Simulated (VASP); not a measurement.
# ZrS2 (P-3m1) in VASP: notebook

Runs on ZrS2. Level: PBE. Tasks: single point.

All numbers are computed with VASP 6.6.1; they aren't measurements. Logs are shortened: lines on timing, memory, paths and dates and some standing lists are left out, and cuts for length are marked.

## (1) The cell of the first run

It takes space group P-3m1 (No. 164, trigonal). The conventional cell has a = 3.679 Å, b = 3.679 Å, c = 6.372 Å, α = 90.00°, β = 90.00°, γ = 120.00°. Within 3.4 Å of Zr (site symmetry -3m) lie 6 S at 2.57 Å. S (site symmetry 3m) has 3 Zr at 2.57 Å within 3.4 Å.

## (2) Single point, PBE (volume scaled by 0.94, then relaxed in part)

The input, INCAR:

```
PREC = Accurate
ENCUT = 500
EDIFF = 1E-6
ISMEAR = 0
SIGMA = 0.02
LREAL = F
LASPH = T
NELM = 120
ALGO = Normal
ISIF = 2
LWAVE = F
LCHARG = F
GGA = PE
NBANDS = 19
GGA_COMPAT = F
```

The input, KPOINTS:

```
regular mesh
0
Gamma
  12 12 4
```

The input, POSCAR:

```
ZrS2
1.0
    3.6794520202      0.0000000000      0.0000000000
   -1.8397260101      3.1864989215      0.0000000000
    0.0000000000      0.0000000000      6.3723253292
Zr S
1 2
Direct
    0.0000000000      0.0000000000      0.0000000000
    0.6666666667      0.3333333333      0.7724462163
    0.3333333333      0.6666666667      0.2275537837
```

Potentials or basis: VASP PAW PBE potentials, release 64 (Zr_sv, S).

The run is started by

```console
> cat potpaw_PBE.64/Zr_sv/POTCAR potpaw_PBE.64/S/POTCAR > POTCAR
> mpirun -np 1 vasp_std > vasp.out
```

OUTCAR:

```text
PREC = Accurate
   ENCUT = 500
   EDIFF = 1E-6
   ISMEAR = 0
   LREAL = F
   LASPH = T
   NELM = 120
   ISIF = 2
   GGA = PE

 ion  position               nearest neighbor table
   1  0.000  0.000  0.000-   2 2.57   3 2.57   2 2.57   3 2.57   2 2.57   3 2.57
   2  0.667  0.333  0.772-   1 2.57   1 2.57   1 2.57
   3  0.333  0.667  0.228-   1 2.57   1 2.57   1 2.57

  LATTYP: Found a hexagonal cell.
 ALAT       =     3.6794520202
 C/A-ratio  =     1.7318680320

  Lattice vectors:

 A1 = (   3.6794520202,   0.0000000000,   0.0000000000)
 A2 = (  -1.8397260101,   3.1864989215,   0.0000000000)
 A3 = (   0.0000000000,   0.0000000000,   6.3723253292)

Analysis of symmetry for initial positions (statically):
=====================================================================
 Subroutine PRICEL returns:
 Original cell was already a primitive cell.

 Routine SETGRP: Setting up the symmetry group for a
 hexagonal supercell.

 Subroutine GETGRP returns: Found 12 space group operations
 (whereof 12 operations were pure point group operations)
 out of a pool of 24 trial point group operations.

The static configuration has the point symmetry D_3d.

Analysis of symmetry for dynamics (positions and initial velocities):
=====================================================================
 Subroutine PRICEL returns:
 Original cell was already a primitive cell.

 Routine SETGRP: Setting up the symmetry group for a
 hexagonal supercell.

 Subroutine GETGRP returns: Found 12 space group operations
 (whereof 12 operations were pure point group operations)
 out of a pool of 24 trial point group operations.

The dynamic configuration has the point symmetry D_3d.

 Subroutine INISYM returns: Found 12 space group operations
 (whereof 12 operations are pure point group operations),
 and found     1 'primitive' translations

----------------------------------------------------------------------------------------

                                     Primitive cell

  volume of cell :      74.7128

  direct lattice vectors                    reciprocal lattice vectors
     3.679452020  0.000000000  0.000000000     0.271779600  0.156912025  0.000000000
[... 78 lines left out ...]
 SYSTEM =  unknown system
   PREC   = accura    normal or accurate (medium, high low for compatibility)
   ISTART =      0    job   : 0-new  1-cont  2-samecut
   ICHARG =      2    charge: 1-file 2-atom 10-const
   ISPIN  =      1    spin polarized calculation?
   LNONCOLLINEAR =      F non collinear calculations
   LSORBIT =      F    spin-orbit coupling
   LASPH  =      T    aspherical Exc in radial PAW
   ENCUT  =  500.0 eV  36.75 Ry    6.06 a.u.   6.71  6.71 11.62*2*pi/ulx,y,z
   NELM   =    120;   NELMIN=  2; NELMDL= -5     # of ELM steps
   EDIFF  = 0.1E-05   stopping-criterion for ELM
   LREAL  =      F    real-space projection
   EDIFFG = 0.1E-04   stopping-criterion for IOM
   NSW    =      0    number of steps for IOM
   IBRION =     -1    ionic relax: 0-MD 1-quasi-New 2-CG
   NFREE  =      0    steps in history (QN), initial steepest desc. (CG)
   ISIF   =      2    stress and relaxation
   ISYM   =      2    0-nonsym 1-usesym 2-fastsym
   POTIM  = 0.5000    time-step for ionic-motion
   TEBEG  =    0.0;   TEEND  =   0.0 temperature during run
   PSTRESS=    0.0 pullay stress
   NELECT =      24.0000    total number of electrons
   NUPDOWN=      -1.0000    fix difference up-down
   EMIN   =  10.00;   EMAX   =-10.00  energy-range for DOS
   EFERMI =   0.00;   METHOD = LEGACY
   ISMEAR =     0;   SIGMA  =   0.02  broadening in eV -4-tet -1-fermi 0-gaus
   EFERMI_NEDOS =   21; number of points for ismear=-14 and -15
   IALGO  =     38    algorithm
   IMIX   =      4    mixing-type and parameters
     AMIX     =   0.40;   BMIX     =  1.00
     AMIX_MAG =   1.60;   BMIX_MAG =  1.00
  volume/ion in A,a.u.               =      24.90       168.06
  Fermi-wavevector in a.u.,A,eV,Ry     =   1.121193  2.118747 17.103520  1.257073
  Thomas-Fermi vector in A             =   2.257845
   LORBIT       =      0    0 simple, 1 ext, 2 COOP (PROOUT), +10 PAW based schemes
   GGA     = PE    functional components
   LHFCALC =     F    Hartree Fock is set to
   AEXX    =    0.0000 exact exchange contribution
   IVDW    =     0    specifies the selected vdW correction
   LEPSILON=     F    determine dielectric tensor
   LRPA    =     F    only Hartree local field effects (RPA)
 non-spin polarized calculation
 Gauss-broadening in eV      SIGMA  =   0.02
  energy-cutoff  :      500.00
  volume of cell :       74.71
 maximum number of plane-waves:      1919
 NGX is ok and might be reduce to    28
   NGX = 13   NGY = 13   NGZ = 23

 number of electron      24.0000001 magnetization

 Free energy of the ion-electron system (eV)
  ---------------------------------------------------
  ext. energy  EPLUGINS =         0.00000000
  ---------------------------------------------------
  free energy    TOTEN  =       -21.43943246 eV

  energy without entropy =      -21.43943246  energy(sigma->0) =      -21.43943246

 E-fermi :   3.7780     XC(G=0):  -9.0267

 val. band max:        3.5488414970   @ k =   0.0000   0.0000   0.0000
 cond. band min:       4.6356050824   @ k =   0.5000   0.0000   0.5000
 fundamental gap:      1.0867635854
 Fermi energy:         3.7780383712

 k-point     1 :       0.0000    0.0000    0.0000
  band No.  band energies     occupation
      1     -45.3483      2.00000
      2     -23.4043      2.00000
      3     -23.2541      2.00000
      4     -23.2541      2.00000
      5      -8.8795      2.00000
      6      -7.6091      2.00000
[... 505 lines left out ...]
      6      -7.7197      2.00000
[... 11 lines left out ...]
     18      10.7344      0.00000
     19      11.3038      0.00000

 [... further k-points ...]
[... 5 lines left out ...]
  --------------------------------------------------------------------------------------
  -------------------------------------------------------------------------------------
  Total        0.1027118      0.1027118      0.1241243      0.0000000      0.0000000     -0.0000000
  in kB        2.2026031      2.2026031      2.6617831      0.0000000      0.0000000     -0.0000000
  external PRESSURE =       2.3556631 kB  Pullay stress =       0.0000000 kB

 VOLUME and BASIS-vectors are now :
 -----------------------------------------------------------------------------
  energy-cutoff  :      500.00
  volume of cell :       74.71
      direct lattice vectors                 reciprocal lattice vectors
     3.679452020  0.000000000  0.000000000     0.271779600  0.156912025  0.000000000
    -1.839726010  3.186498922  0.000000000     0.000000000  0.313824051  0.000000000
     0.000000000  0.000000000  6.372325329     0.000000000  0.000000000  0.156928585

 POSITION                                       TOTAL-FORCE (eV/Angst)
 -----------------------------------------------------------------------------------
      0.00000      0.00000      0.00000         0.000000      0.000000      0.000000
      1.83973      1.06217      4.92228         0.000000     -0.000000     -0.007190
     -0.00000      2.12433      1.45005        -0.000000      0.000000      0.007190
 -----------------------------------------------------------------------------------
    total drift:                               -0.000000     -0.000000      0.000000

  FREE ENERGIE OF THE ION-ELECTRON SYSTEM (eV)
  ---------------------------------------------------
  free  energy   TOTEN  =       -21.4394324573 eV

  energy  without entropy=      -21.4394324573  energy(sigma->0) =      -21.43943246
```

OSZICAR:

```text
N       E                     dE             d eps       ncg     rms          rms(c)
DAV:   1     0.161580095830E+03    0.16158E+03   -0.11572E+04  2630   0.112E+03
DAV:   2    -0.136772100793E+02   -0.17526E+03   -0.17118E+03  3352   0.269E+02
DAV:   3    -0.234291096861E+02   -0.97519E+01   -0.97049E+01  4455   0.577E+01
DAV:   4    -0.236038003937E+02   -0.17469E+00   -0.17437E+00  3648   0.737E+00
DAV:   5    -0.236098112371E+02   -0.60108E-02   -0.60092E-02  3899   0.107E+00    0.157E+01
DAV:   6    -0.214909296612E+02    0.21189E+01   -0.62968E+00  2879   0.140E+01    0.753E+00
DAV:   7    -0.214341505549E+02    0.56779E-01   -0.54682E-01  3645   0.400E+00    0.386E+00
DAV:   8    -0.214394752797E+02   -0.53247E-02   -0.92902E-02  3210   0.180E+00    0.546E-01
DAV:   9    -0.214391344767E+02    0.34080E-03   -0.12950E-02  3179   0.673E-01    0.544E-01
DAV:  10    -0.214394623518E+02   -0.32788E-03   -0.26054E-03  3037   0.342E-01    0.233E-01
DAV:  11    -0.214394013906E+02    0.60961E-04   -0.24243E-04  3243   0.956E-02    0.615E-02
DAV:  12    -0.214394336143E+02   -0.32224E-04   -0.99388E-05  2865   0.529E-02    0.412E-02
DAV:  13    -0.214394318647E+02    0.17496E-05   -0.37298E-06  3359   0.962E-03    0.207E-02
DAV:  14    -0.214394324573E+02   -0.59264E-06   -0.17281E-06  3053   0.761E-03
   1 F= -.21439432E+02 E0= -.21439432E+02  d E =-.361400E-61
```

stdout:

```text
POSCAR found type information on POSCAR ZrS
 POSCAR found :  2 types and       3 ions
 scaLAPACK will be used
 LDA part: xc-table for (Slater+PW92), standard interpolation
 POSCAR, INCAR and KPOINTS ok, starting setup
 FFT: planning ... GRIDC
 FFT: planning ... GRID_SOFT
 FFT: planning ... GRID
 WAVECAR not read
 entering main loop
```

Run time: 46 s. Hardware: 1 thread of Intel Xeon Platinum 8559C (Emerald Rapids), shared host; peak memory 0.23 GiB.

Results:

```yaml
Free_energy: -21.4394 eV
Pressure: 0.2 GPa
Largest_force: 0.007 eV/Å
Band_gap_on_the_k_mesh: 1.09 eV, indirect (least direct gap 1.68 eV)
```

Forces on the atoms (eV/Å):
```
Zr   0.000  0.000  0.000
S    0.000  0.000 -0.007
S    0.000  0.000  0.007
```

Caveat: this functional lacks dispersion, which binds the layers, so the pressure and a relaxed spacing across them are unreliable. A k mesh can miss the band edges.

## (3) Single point, PBE (volume scaled by 0.97, then relaxed in part)

The input, INCAR:

```
PREC = Accurate ; ENCUT = 500
EDIFF = 1E-6 ; ISMEAR = 0
SIGMA = 0.02 ; LREAL = False
LASPH = True ; NELM = 120
ALGO = Normal ; ISIF = 2
LWAVE = False ; LCHARG = False
GGA = PE ; NBANDS = 19
GGA_COMPAT = False
```

KPOINTS is that of step 2.

The input, POSCAR:

```
ZrS2
1.0
    3.6829235872      0.0000000000      0.0000000000
   -1.8414617936      3.1895053867      0.0000000000
    0.0000000000      0.0000000000      6.5633065975
Zr S
1 2
Direct
    0.0000000000      0.0000000000      0.0000000000
    0.6666666667      0.3333333333      0.7792073702
    0.3333333333      0.6666666667      0.2207926298
```

Potentials or basis: VASP PAW PBE potentials, release 64 (Zr_sv, S).

The run is started by

```console
> cat potpaw_PBE.64/Zr_sv/POTCAR potpaw_PBE.64/S/POTCAR > POTCAR
> mpirun -np 1 vasp_std > vasp.out
```

Run time: 50 s. Hardware: 1 thread of Intel Xeon Platinum 8559C (Emerald Rapids), shared host; peak memory 0.23 GiB.

The run converged. Its results:

```yaml
Free_energy: -21.4421 eV
Pressure: 0.1 GPa
Largest_force: 0.007 eV/Å
Band_gap_on_the_k_mesh: 1.11 eV, indirect (least direct gap 1.69 eV)
```

Forces in eV/Å, atoms in the order of the input:
```
Zr   0.000  0.000  0.000
S    0.000  0.000 -0.007
S    0.000  0.000  0.007
```

Levels at points of the mesh, in eV from the valence-band top:
```csv
k point,band 10,band 11,band 12,band 13,band 14,band 15
"(0.00, 0.00, 0.00)",-0.31,0.00,0.00,1.69,1.69,2.48
"(0.50, 0.00, 0.00)",-2.23,-1.36,-0.98,1.24,3.36,3.65
"(0.00, 0.00, 0.50)",-1.24,-0.03,-0.03,1.68,1.68,2.78
"(0.50, 0.00, 0.50)",-2.17,-0.92,-0.90,1.11,3.36,3.64
```

Caveat: this functional lacks dispersion, which binds the layers, so the pressure and a relaxed spacing across them are unreliable. A k mesh can miss the band edges.
